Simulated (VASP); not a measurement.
Crystal: LiCl.

```
CELL_PARAMETERS angstrom
0.00000 2.55604 2.55604
2.55604 0.00000 2.55604
2.55604 2.55604 0.00000
ATOMIC_POSITIONS crystal
Li 0.00000 0.00000 0.00000
Cl 0.50000 0.50000 0.50000
```

Program: VASP 6.6.1. Alike in all runs: task single point; potentials or basis VASP PAW PBE potentials, release 64 (Li_sv, Cl); no spin polarisation; cell as given; k mesh 6 × 6 × 6; cutoff (eV) 520; smearing gaussian 0.01 eV.

Order these runs on this cell by their band gap on the k mesh, lowest first.
A. level r2SCAN0
B. level PBE0
C. level HSE06; screening parameter 0.2079 1/Å

C (7.79 eV), B (8.52 eV), A (9.10 eV).

A k mesh can miss the band edges.
